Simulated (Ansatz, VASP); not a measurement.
One calculation of GaN, two programs

```
Ga N
1.0
     0.00000    2.23789    2.23789
     2.23789    0.00000    2.23789
     2.23789    2.23789    0.00000
Ga N
1 1
Cartesian
  0.0000 0.0000 0.0000
  1.1189 1.1189 1.1189
```

Alike in both runs: task single point; functional PBEsol; k mesh 8 × 8 × 8; non-collinear spin, spin-orbit coupling.

```csv
,VASP,Ansatz
version,VASP 6.6.1,Ansatz 0.2.0
potentials or method,"VASP PAW PBE potentials, release 64 (Ga_d, N), cutoff 520 eV",all-electron LAPW
occupations,"gaussian, width 0.01 eV",fixed
```

|  | VASP | Ansatz | Ansatz less VASP |
| --- | --- | --- | --- |
| pressure (GPa) | 2.7 | 2.9 | +0.14 |
| net moment per atom (μB) | 0.00 | 0.00 | 0.000 |

VASP's potentials were made for PBE, not for PBEsol. Ansatz ran all-electron here, and VASP with PAW potentials.
